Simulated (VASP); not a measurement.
# Ti (P6_3/mmc) in VASP: a series of runs

The runs below take Ti through single point, with PBEsol.

Everything below comes from runs of VASP 6.6.1. Logs are shortened: lines on timing, memory, paths and dates and some standing lists are left out, and cuts for length are marked.

### 1 The cell of the first run

The structure is hexagonal, space group P6_3/mmc (No. 194). The conventional cell has a = 2.900 Å, b = 2.900 Å, c = 4.407 Å, α = 90.00°, β = 90.00°, γ = 120.00°. Within 3.6 Å of Ti (site symmetry -6m2) lie 12 Ti at 2.77 to 2.90 Å.

### 2 Single point, PBEsol (strain +0.000 along x and y, -0.040 along z)

File INCAR:

```
SYSTEM = Ti
PREC = Accurate
ENCUT = 520
EDIFF = 1E-7
ISMEAR = 0
SIGMA = 0.15
LREAL = .False.
LASPH = .True.
NELM = 100
ALGO = Fast
ISIF = 2
LWAVE = .False.
LCHARG = .True.
GGA = PS
LELF = .True.
LVHAR = .True.
NBANDS = 19
```

File KPOINTS:

```
Automatic mesh
0
Gamma
  24 24 14
  0 0 0
```

File POSCAR:

```
Ti
1.0
    2.9004352003      0.0000000000      0.0000000000
   -1.4502176001      2.5118505655      0.0000000000
    0.0000000000      0.0000000000      4.4073508289
Ti
2
Direct
    0.3333333333      0.6666666667      0.2500000000
    0.6666666667      0.3333333333      0.7500000000
```

Potentials or basis: VASP PAW PBE potentials, release 64 (Ti_sv).

Run with:

```console
> cat potpaw_PBE.64/Ti_sv/POTCAR > POTCAR
> mpirun -np 1 vasp_std > vasp.out
```

OUTCAR:

```text
SYSTEM = Ti
   PREC = Accurate
   ENCUT = 520
   EDIFF = 1E-7
   ISMEAR = 0
   LREAL = .False.
   LASPH = .True.
   NELM = 100
   ISIF = 2
   GGA = PS

 ion  position               nearest neighbor table
   1  0.333  0.667  0.250-   2 2.77   2 2.77   2 2.77   2 2.77   2 2.77   2 2.77
   2  0.667  0.333  0.750-   1 2.77   1 2.77   1 2.77   1 2.77   1 2.77   1 2.77

  LATTYP: Found a hexagonal cell.
 ALAT       =     2.9004352003
 C/A-ratio  =     1.5195481107

  Lattice vectors:

 A1 = (   2.9004352003,   0.0000000000,   0.0000000000)
 A2 = (  -1.4502176001,   2.5118505655,   0.0000000000)
 A3 = (   0.0000000000,   0.0000000000,   4.4073508289)

Analysis of symmetry for initial positions (statically):
=====================================================================
 Subroutine PRICEL returns:
 Original cell was already a primitive cell.

 Routine SETGRP: Setting up the symmetry group for a
 hexagonal supercell.

 Subroutine GETGRP returns: Found 24 space group operations
 (whereof 12 operations were pure point group operations)
 out of a pool of 24 trial point group operations.

The static configuration has the point symmetry D_3d.
 The point group associated with its full space group is D_6h.

Analysis of symmetry for dynamics (positions and initial velocities):
=====================================================================
 Subroutine PRICEL returns:
 Original cell was already a primitive cell.

 Routine SETGRP: Setting up the symmetry group for a
 hexagonal supercell.

 Subroutine GETGRP returns: Found 24 space group operations
 (whereof 12 operations were pure point group operations)
 out of a pool of 24 trial point group operations.

The dynamic configuration has the point symmetry D_3d.
 The point group associated with its full space group is D_6h.

 Subroutine INISYM returns: Found 24 space group operations
 (whereof 12 operations are pure point group operations),
 and found     1 'primitive' translations

----------------------------------------------------------------------------------------

                                     Primitive cell

  volume of cell :      32.1096

  direct lattice vectors                    reciprocal lattice vectors
     2.900435200  0.000000000  0.000000000     0.344775846  0.199056428  0.000000000
    -1.450217600  2.511850566  0.000000000     0.000000000  0.398112855  0.000000000
     0.000000000  0.000000000  4.407350829     0.000000000  0.000000000  0.226893669

[... 82 lines left out ...]
   NELM   =    100;   NELMIN=  2; NELMDL= -5     # of ELM steps
   EDIFF  = 0.1E-06   stopping-criterion for ELM
   LREAL  =      F    real-space projection
   EDIFFG = 0.1E-05   stopping-criterion for IOM
   NSW    =      0    number of steps for IOM
   IBRION =     -1    ionic relax: 0-MD 1-quasi-New 2-CG
   NFREE  =      0    steps in history (QN), initial steepest desc. (CG)
   ISIF   =      2    stress and relaxation
   ISYM   =      2    0-nonsym 1-usesym 2-fastsym
   POTIM  = 0.5000    time-step for ionic-motion
   TEBEG  =    0.0;   TEEND  =   0.0 temperature during run
   PSTRESS=    0.0 pullay stress
   NELECT =      24.0000    total number of electrons
   NUPDOWN=      -1.0000    fix difference up-down
   EMIN   =  10.00;   EMAX   =-10.00  energy-range for DOS
   EFERMI =   0.00;   METHOD = LEGACY
   ISMEAR =     0;   SIGMA  =   0.15  broadening in eV -4-tet -1-fermi 0-gaus
   EFERMI_NEDOS =   21; number of points for ismear=-14 and -15
   IALGO  =     68    algorithm
   IMIX   =      4    mixing-type and parameters
     AMIX     =   0.40;   BMIX     =  1.00
     AMIX_MAG =   1.60;   BMIX_MAG =  1.00
  volume/ion in A,a.u.               =      16.05       108.34
  Fermi-wavevector in a.u.,A,eV,Ry     =   1.485709  2.807583 30.032559  2.207331
  Thomas-Fermi vector in A             =   2.599087
   LORBIT       =      0    0 simple, 1 ext, 2 COOP (PROOUT), +10 PAW based schemes
   GGA     = PS    functional components
   LHFCALC =     F    Hartree Fock is set to
   AEXX    =    0.0000 exact exchange contribution
   IVDW    =     0    specifies the selected vdW correction
   LEPSILON=     F    determine dielectric tensor
   LRPA    =     F    only Hartree local field effects (RPA)
 non-spin polarized calculation
 RMM-DIIS sequential band-by-band and
 Gauss-broadening in eV      SIGMA  =   0.15
  energy-cutoff  :      520.00
  volume of cell :       32.11
 maximum number of plane-waves:       889
 NGX is ok and might be reduce to    24
   NGX = 11   NGY = 11   NGZ = 17

 number of electron      23.9999999 magnetization

 Free energy of the ion-electron system (eV)
  ---------------------------------------------------
  ext. energy  EPLUGINS =         0.00000000
  ---------------------------------------------------
  free energy    TOTEN  =       -16.65684819 eV

  energy without entropy =      -16.63495789  energy(sigma->0) =      -16.64590304

 E-fermi :   9.0732     XC(G=0): -12.0152

 val. band max:        9.0725323898   @ k =   0.2917   0.2917   0.2857
 cond. band min:       9.0736071033   @ k =   0.2917   0.2500   0.4286
 fundamental gap:      0.0010747135
 Fermi energy:         9.0732278523

 k-point     1 :       0.0000    0.0000    0.0000
  band No.  band energies     occupation
      1     -47.4553      2.00000
      2     -47.2347      2.00000
      3     -24.2824      2.00000
      4     -23.4555      2.00000
      5     -23.4555      2.00000
      6     -23.2968      2.00000
[... 505 lines left out ...]
      6     -23.6370      2.00000
[... 11 lines left out ...]
     18      13.1034      0.00000
     19      13.7867      0.00000

 [... further k-points ...]

------------------------ aborting loop because EDIFF is reached ----------------------------------------

  FORCE on cell =-STRESS in cart. coord.  units (eV):
  Direction    XX          YY          ZZ          XY          YZ          ZX
  --------------------------------------------------------------------------------------
  -------------------------------------------------------------------------------------
  Total        0.6677059      0.6677059      1.6795067      0.0000000     -0.0000000      0.0000000
  in kB       33.3166405     33.3166405     83.8026466      0.0000000     -0.0000000      0.0000000
  external PRESSURE =      50.1453092 kB  Pullay stress =       0.0000000 kB

 VOLUME and BASIS-vectors are now :
 -----------------------------------------------------------------------------
  energy-cutoff  :      520.00
  volume of cell :       32.11
      direct lattice vectors                 reciprocal lattice vectors
     2.900435200  0.000000000  0.000000000     0.344775846  0.199056428  0.000000000
    -1.450217600  2.511850566  0.000000000     0.000000000  0.398112855  0.000000000
     0.000000000  0.000000000  4.407350829     0.000000000  0.000000000  0.226893669

 POSITION                                       TOTAL-FORCE (eV/Angst)
 -----------------------------------------------------------------------------------
     -0.00000      1.67457      1.10184        -0.000000      0.000000      0.000000
      1.45022      0.83728      3.30551         0.000000      0.000000      0.000000
 -----------------------------------------------------------------------------------
    total drift:                               -0.000000      0.000000     -0.000000

  FREE ENERGIE OF THE ION-ELECTRON SYSTEM (eV)
  ---------------------------------------------------
  free  energy   TOTEN  =       -16.6568481941 eV

  energy  without entropy=      -16.6349578863  energy(sigma->0) =      -16.64590304
```

stdout:

```text
POSCAR found type information on POSCAR Ti
 POSCAR found :  1 types and       2 ions
 scaLAPACK will be used
[... 89 lines left out ...]
 num prob  num prob  num prob  num prob  num prob  num prob  num prob  num prob  num prob  num prob  num prob  num prob  num prob  num prob  num prob  num prob  num prob  num prob  num prob  num prob  num prob  num prob WARNING in EDDRMM: call to ZHEGV failed, returncode =   6  3      3
 num prob  num prob  num prob  num prob  num prob  num prob  num prob  num prob  num prob  num prob  num prob  num prob  num prob  num prob  num prob WARNING in EDDRMM: call to ZHEGV failed, returncode =   8  4      8
WARNING in EDDRMM: call to ZHEGV failed, returncode =   8  4     18
 num prob  num prob  num prob  num prob  num prob  num prob  num prob  num prob  num prob  num prob
```

It took 9.4 min on 1 thread of Intel Xeon 6975P-C (Granite Rapids), shared host; peak memory 0.35 GiB.

Results:

- Free energy: -16.6568 eV
- Pressure: 5.0 GPa
- Band gap on the k mesh: zero (bands 12 and 13 overlap by 1.24 eV)

Stress tensor (GPa, compression positive):
```
3.33 0.00 0.00
0.00 3.33 0.00
0.00 0.00 8.38
```

Caveat: the cell differs from its parent crystal (strain +0.000 along x and y, -0.040 along z); the cell stands under pressure; the PAW data sets were made with another functional, which shifts forces and pressure a little.

### 3 Single point, PBEsol (strain -0.040 along x and y, +0.080 along z)

File INCAR:

```
PREC = Accurate ; ENCUT = 520
EDIFF = 1E-6 ; ISMEAR = 0
SIGMA = 0.15 ; LREAL = F
LASPH = T ; NELM = 60
ALGO = Fast ; ISIF = 2
LWAVE = F ; LCHARG = F
GGA = PS ; NBANDS = 19
```

File KPOINTS:

```
regular mesh
0
Gamma
  24 24 14
```

File POSCAR:

```
Ti
1.0
    2.7844177923      0.0000000000      0.0000000000
   -1.3922088961      2.4113765429      0.0000000000
    0.0000000000      0.0000000000      4.9582696825
Ti
2
Direct
    0.3333333333      0.6666666667      0.2500000000
    0.6666666667      0.3333333333      0.7500000000
```

Potentials or basis: VASP PAW PBE potentials, release 64 (Ti_sv).

Run with:

```console
> cat potpaw_PBE.64/Ti_sv/POTCAR > POTCAR
> mpirun -np 1 vasp_std > vasp.out
```

It took 6 min on 1 thread of Intel Xeon 6975P-C (Granite Rapids), shared host; peak memory 0.36 GiB.

Results (log left out):

```yaml
Free_energy: -16.5886 eV
Pressure: 0.2 GPa
Band_gap_on_the_k_mesh: zero (bands 12 and 13 overlap by 0.47 eV)
```

Stress tensor (GPa, compression positive):
```
 4.07  0.00  0.00
 0.00  4.07  0.00
 0.00  0.00 -7.48
```

Levels at points of the mesh, in eV from the Fermi level:
```tsv
k point	band 9	band 10	band 11	band 12	band 13	band 14	band 15	band 16
(0.00, 0.00, 0.00)	-6.25	-2.86	-0.06	0.21	0.98	0.98	1.32	1.32
(0.50, 0.00, 0.00)	-2.29	-2.23	-2.03	-0.05	0.26	0.89	1.15	3.60
(0.00, 0.00, 0.50)	-4.60	-4.60	-0.35	-0.35	1.01	1.01	1.01	1.01
(0.50, 0.00, 0.50)	-2.62	-2.62	-1.07	-1.07	1.67	1.67	2.20	2.20
```

Caveat: the cell differs from its parent crystal (strain -0.040 along x and y, +0.080 along z); the PAW data sets were made with another functional, which shifts forces and pressure a little.

### 4 Single point, PBEsol (strain +0.040 along x and y, -0.080 along z)

File INCAR:

```
SYSTEM = Ti
PREC = Accurate
ENCUT = 520
EDIFF = 1E-7
ISMEAR = 0
SIGMA = 0.15
LREAL = .FALSE.
LASPH = .TRUE.
NELM = 100
ALGO = Fast
ISIF = 2
LWAVE = .FALSE.
LCHARG = .FALSE.
GGA = PS
NBANDS = 19
```

File KPOINTS:

```
regular mesh
0
G
  24 24 14
  0 0 0
```

File POSCAR:

```
Ti
1.0
    3.0164526083      0.0000000000      0.0000000000
   -1.5082263041      2.6123245881      0.0000000000
    0.0000000000      0.0000000000      4.2237112111
Ti
2
Direct
    0.3333333333      0.6666666667      0.2500000000
    0.6666666667      0.3333333333      0.7500000000
```

Potentials or basis: VASP PAW PBE potentials, release 64 (Ti_sv).

Run with:

```console
> cat potpaw_PBE.64/Ti_sv/POTCAR > POTCAR
> mpirun -np 1 vasp_std > vasp.out
```

OUTCAR:

```text
SYSTEM = Ti
   PREC = Accurate
   ENCUT = 520
   EDIFF = 1E-7
   ISMEAR = 0
   LREAL = .FALSE.
   LASPH = .TRUE.
   NELM = 100
   ISIF = 2
   GGA = PS

 ion  position               nearest neighbor table
   1  0.333  0.667  0.250-   2 2.74   2 2.74   2 2.74   2 2.74   2 2.74   2 2.74
   2  0.667  0.333  0.750-   1 2.74   1 2.74   1 2.74   1 2.74   1 2.74   1 2.74

  LATTYP: Found a hexagonal cell.
 ALAT       =     3.0164526083
 C/A-ratio  =     1.4002246213

  Lattice vectors:

 A1 = (   3.0164526083,   0.0000000000,   0.0000000000)
 A2 = (  -1.5082263041,   2.6123245881,   0.0000000000)
 A3 = (   0.0000000000,   0.0000000000,   4.2237112111)

Analysis of symmetry for initial positions (statically):
=====================================================================
 Subroutine PRICEL returns:
 Original cell was already a primitive cell.

 Routine SETGRP: Setting up the symmetry group for a
 hexagonal supercell.

 Subroutine GETGRP returns: Found 24 space group operations
 (whereof 12 operations were pure point group operations)
 out of a pool of 24 trial point group operations.

The static configuration has the point symmetry D_3d.
 The point group associated with its full space group is D_6h.

Analysis of symmetry for dynamics (positions and initial velocities):
=====================================================================
 Subroutine PRICEL returns:
 Original cell was already a primitive cell.

 Routine SETGRP: Setting up the symmetry group for a
 hexagonal supercell.

 Subroutine GETGRP returns: Found 24 space group operations
 (whereof 12 operations were pure point group operations)
 out of a pool of 24 trial point group operations.

The dynamic configuration has the point symmetry D_3d.
 The point group associated with its full space group is D_6h.

 Subroutine INISYM returns: Found 24 space group operations
 (whereof 12 operations are pure point group operations),
 and found     1 'primitive' translations

[... 110 lines left out ...]
   EFERMI_NEDOS =   21; number of points for ismear=-14 and -15
   IALGO  =     68    algorithm
   IMIX   =      4    mixing-type and parameters
     AMIX     =   0.40;   BMIX     =  1.00
     AMIX_MAG =   1.60;   BMIX_MAG =  1.00
  volume/ion in A,a.u.               =      16.64       112.30
  Fermi-wavevector in a.u.,A,eV,Ry     =   1.468045  2.774202 29.322669  2.155155
  Thomas-Fermi vector in A             =   2.583590
   LORBIT       =      0    0 simple, 1 ext, 2 COOP (PROOUT), +10 PAW based schemes
   GGA     = PS    functional components
   LHFCALC =     F    Hartree Fock is set to
   AEXX    =    0.0000 exact exchange contribution
   IVDW    =     0    specifies the selected vdW correction
   LEPSILON=     F    determine dielectric tensor
   LRPA    =     F    only Hartree local field effects (RPA)
 non-spin polarized calculation
 RMM-DIIS sequential band-by-band and
 Gauss-broadening in eV      SIGMA  =   0.15
  energy-cutoff  :      520.00
  volume of cell :       33.28
 maximum number of plane-waves:       921
 NGX is ok and might be reduce to    24
   NGX = 11   NGY = 11   NGZ = 15

 number of electron      23.9999994 magnetization

 Free energy of the ion-electron system (eV)
  ---------------------------------------------------
  ext. energy  EPLUGINS =         0.00000000
  ---------------------------------------------------
  free energy    TOTEN  =       -16.57945378 eV

  energy without entropy =      -16.55411580  energy(sigma->0) =      -16.56678479

 E-fermi :   8.6362     XC(G=0): -11.8319

 val. band max:        8.6360855687   @ k =   0.0833  -0.0000   0.3571
 cond. band min:       8.6379889132   @ k =   0.4167   0.0417   0.0714
 fundamental gap:      0.0019033445
 Fermi energy:         8.6362069480

 k-point     1 :       0.0000    0.0000    0.0000
  band No.  band energies     occupation
      1     -47.9353      2.00000
      2     -47.6882      2.00000
      3     -24.7588      2.00000
      4     -24.0350      2.00000
      5     -24.0350      2.00000
      6     -23.8272      2.00000
[... 505 lines left out ...]
      6     -24.1840      2.00000
[... 11 lines left out ...]
     18      12.7218      0.00000
     19      13.0310      0.00000

 [... further k-points ...]

------------------------ aborting loop because EDIFF is reached ----------------------------------------

  FORCE on cell =-STRESS in cart. coord.  units (eV):
  Direction    XX          YY          ZZ          XY          YZ          ZX
  --------------------------------------------------------------------------------------
  -------------------------------------------------------------------------------------
  Total       -0.6861227     -0.6861227      1.7753548     -0.0000000      0.0000000      0.0000000
  in kB      -33.0289315    -33.0289315     85.4629480     -0.0000000      0.0000000      0.0000000
  external PRESSURE =       6.4683616 kB  Pullay stress =       0.0000000 kB

 VOLUME and BASIS-vectors are now :
 -----------------------------------------------------------------------------
  energy-cutoff  :      520.00
  volume of cell :       33.28
      direct lattice vectors                 reciprocal lattice vectors
     3.016452608  0.000000000  0.000000000     0.331515237  0.191400411  0.000000000
    -1.508226304  2.612324588  0.000000000     0.000000000  0.382800822  0.000000000
     0.000000000  0.000000000  4.223711211     0.000000000  0.000000000  0.236758611

 POSITION                                       TOTAL-FORCE (eV/Angst)
 -----------------------------------------------------------------------------------
     -0.00000      1.74155      1.05593        -0.000000     -0.000000      0.000000
      1.50823      0.87077      3.16778         0.000000      0.000000      0.000000
 -----------------------------------------------------------------------------------
    total drift:                               -0.000000      0.000000     -0.000000

  FREE ENERGIE OF THE ION-ELECTRON SYSTEM (eV)
  ---------------------------------------------------
  free  energy   TOTEN  =       -16.5794537832 eV

  energy  without entropy=      -16.5541157984  energy(sigma->0) =      -16.56678479
```

It took 7.1 min on 1 thread of Intel Xeon 6975P-C (Granite Rapids), shared host; peak memory 0.35 GiB.

Results:

- Free energy: -16.5795 eV
- Pressure: 0.6 GPa
- Band gap on the k mesh: zero (bands 12 and 13 overlap by 1.06 eV)

Levels at points of the mesh, in eV from the Fermi level:
| k point | band 9 | band 10 | band 11 | band 12 | band 13 | band 14 | band 15 | band 16 |
| --- | --- | --- | --- | --- | --- | --- | --- | --- |
| (0.00, 0.00, 0.00) | -6.26 | -2.78 | 0.63 | 0.63 | 1.10 | 1.10 | 1.40 | 1.40 |
| (0.50, 0.00, 0.00) | -2.51 | -2.38 | -1.72 | -0.97 | -0.07 | 1.20 | 1.82 | 3.08 |
| (0.00, 0.00, 0.50) | -4.04 | -4.04 | 0.28 | 0.28 | 0.28 | 0.28 | 0.66 | 0.66 |
| (0.50, 0.00, 0.50) | -2.58 | -2.58 | -0.57 | -0.57 | 1.45 | 1.45 | 1.47 | 1.47 |

Caveat: the cell differs from its parent crystal (strain +0.040 along x and y, -0.080 along z); the PAW data sets were made with another functional, which shifts forces and pressure a little.

### 5 The runs side by side

| cell | further INCAR settings | gap on the mesh (eV) | pressure (GPa) |
| --- | --- | --- | --- |
| a = 2.900, b = 2.900, c = 4.407 Å, angles 90.0, 90.0, 120.0°, 2 atoms | ALGO = Fast; EDIFF = 1e-07; NBANDS = 19 | none | 5.0 |
| a = 2.784, b = 2.784, c = 4.958 Å, angles 90.0, 90.0, 120.0°, 2 atoms | ALGO = Fast; EDIFF = 1e-06; NBANDS = 19 | none | 0.2 |
| a = 3.016, b = 3.016, c = 4.224 Å, angles 90.0, 90.0, 120.0°, 2 atoms | ALGO = Fast; EDIFF = 1e-07; NBANDS = 19 | none | 0.6 |

Alike in all rows: task single point; level PBEsol; potentials or basis VASP PAW PBE potentials, release 64 (Ti_sv); no spin polarisation; k mesh 24 × 24 × 14; cutoff (eV) 520; smearing gaussian 0.15 eV.

Caveats: the PAW data sets were made with another functional, which shifts forces and pressure a little; the cell stands under pressure (at least some runs).

Absolute energies hang on the potentials; compare differences alone.
